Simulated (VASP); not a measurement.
Set up this calculation in VASP 6.6.1, as the native input.

```yaml
Task: single point
Functional: PBE
Potentials_or_basis: VASP PAW PBE potentials, release 64 (Si)
Cutoff: 520 eV
k_mesh: 10 × 10 × 10
Occupations: gaussian, width 0.05 eV
Spin: no spin polarisation
Dipole_correction: no
Further_INCAR_settings: ALGO = Normal; EDIFF = 1e-06; NBANDS = 11
```

The structure of Si lies in POSCAR:

```
Si
1.0
    0.0000000000      2.5270039005      2.8186201506
    2.5270039005      0.0000000000      2.8186201506
    2.5270039005      2.5270039005      0.0000000000
Si
2
Direct
    0.5000000000      0.5000000000      0.5000000000
    0.7500000000      0.7500000000      0.7500000000
```

This cell differs from its parent crystal: volume 17.999 Å^3 an atom, c/a of the conventional cell 1.1154.

One way to write it, as run:

INCAR

```
ALGO = Normal
EDIFF = 1E-6
ENCUT = 520
GGA = PE
ISIF = 2
ISMEAR = 0
LASPH = True
LCHARG = True
LELF = True
LREAL = False
LVHAR = True
LWAVE = False
NBANDS = 11
NELM = 100
PREC = Accurate
SIGMA = 0.05
```

KPOINTS

```
k-points
0
Gamma
  10 10 10
```

Potentials or basis: VASP PAW PBE potentials, release 64 (Si).

Launch:

```bash
$ cat potpaw_PBE.64/Si/POTCAR > POTCAR
$ mpirun -np 1 vasp_std > vasp.out
```

Results of the run:

| Quantity | Value |
| --- | --- |
| Pressure | 14.1 GPa |
| Band gap on the k mesh | zero (band 4 reaches 7.29 eV, above the bottom of band 5 at 7.04 eV) |

It took 52 s on 1 thread of Intel Xeon 6975P-C, with other jobs on the host, peak memory 0.17 GiB.
